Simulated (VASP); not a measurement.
A run of VASP 6.6.1 is set up as follows.

Contents of INCAR:

```
PREC     = Accurate       # precision mode
ENCUT    = 520            # plane-wave cutoff, eV
EDIFF    = 1E-7           # SCF threshold, eV
ISMEAR   = -1             # smearing method
SIGMA    = 0.05           # smearing width, eV
LREAL    = F              # projectors in reciprocal space
LASPH    = T              # aspherical terms in the spheres
NELM     = 100            # most SCF steps
ALGO     = Fast           # electronic algorithm
ISIF     = 2              # what is computed and relaxed
LWAVE    = F              # write WAVECAR
LCHARG   = T              # write CHGCAR
GGA      = PS             # functional
LELF     = T              # ELF
LVHAR    = T            
NBANDS   = 12             # bands
ISYM     = 0
```

File KPOINTS:

```
Automatic mesh
0
Gamma
  14 14 16
```

POSCAR

```
Ga
1.0
   -1.3850247009      1.3850247009      2.1988746855
    1.3850247009     -1.3850247009      2.1988746855
    1.3850247009      1.3850247009     -2.1988746855
Ga
1
Direct
    0.0000000000      0.0000000000      0.0000000000
```

Potentials or basis: VASP PAW PBE potentials, release 64 (Ga_d).

Run with:

```bash
$ cat potpaw_PBE.64/Ga_d/POTCAR > POTCAR
$ mpirun -np 1 vasp_std > vasp.out
```

Question: Estimate the band gap on the k mesh.

Answer: Zero (an odd number of electrons rules out a gap without spin polarisation).

Question: Predict the pressure.

Answer: 3.3 GPa.

Stress tensor (GPa, compression positive):
```
3.47 0.13 0.11
0.13 3.47 0.11
0.11 0.11 2.87
```

Caveat: the cell stands under pressure; the PAW data sets were made with another functional, which shifts forces and pressure a little.
